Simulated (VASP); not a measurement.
Set up this calculation in VASP 6.6.1, as the native input.

| Property | Result |
| --- | --- |
| Task | single point |
| Functional | PBE |
| Potentials or basis | VASP PAW PBE potentials, release 64 (Cd, Ga_d, O) |
| Cutoff | 520 eV |
| k mesh | 6 × 6 × 4 |
| Occupations | gaussian, width 0.1 eV |
| Spin | no spin polarisation |
| Dipole correction | no |
| Further INCAR settings | ALGO = Normal; EDIFF = 1e-06; NBANDS = 37 |

The structure of CdGa2O3 lies in POSCAR:

```
CdGa2O3
1.0
    3.1609595750      0.0000000000      0.0000000000
    0.0000000000      3.1609595750      0.0000000000
    0.0000000000      0.0000000000      8.3338779031
Cd Ga O
1 2 3
Direct
    0.0000000000      0.0000000000      0.0000000000
    0.0000000000      0.5000000000      0.6370993111
    0.5000000000      0.0000000000      0.3629006889
    0.5000000000      0.5000000000      0.0000000000
    0.0000000000      0.5000000000      0.3891915507
    0.5000000000      0.0000000000      0.6108084493
```

One way to write it, as run:

INCAR

```
PREC = Accurate ; ENCUT = 520
EDIFF = 1E-6 ; ISMEAR = 0
SIGMA = 0.1 ; LREAL = F
LASPH = T ; NELM = 80
ALGO = Normal ; ISIF = 2
LWAVE = F ; LCHARG = T
GGA = PE ; LELF = T
LVHAR = T ; NBANDS = 37
```

KPOINTS

```
regular mesh
0
Gamma
  6 6 4
```

Potentials or basis: VASP PAW PBE potentials, release 64 (Cd, Ga_d, O).

Launch:

```sh
$ cat potpaw_PBE.64/Cd/POTCAR potpaw_PBE.64/Ga_d/POTCAR potpaw_PBE.64/O/POTCAR > POTCAR
$ mpirun -np 1 vasp_std > vasp.out
```

It gave:

| Quantity | Value |
| --- | --- |
| Pressure | 0.8 GPa |
| Largest force | 0.056 eV/Å |
| Band gap on the k mesh | zero (band 28 reaches 4.53 eV, above the bottom of band 29 at 2.87 eV) |

Run time: 98 s on 1 thread of Oxide Virtual Turin-like Processor, on a shared host, peak memory 0.2 GiB.
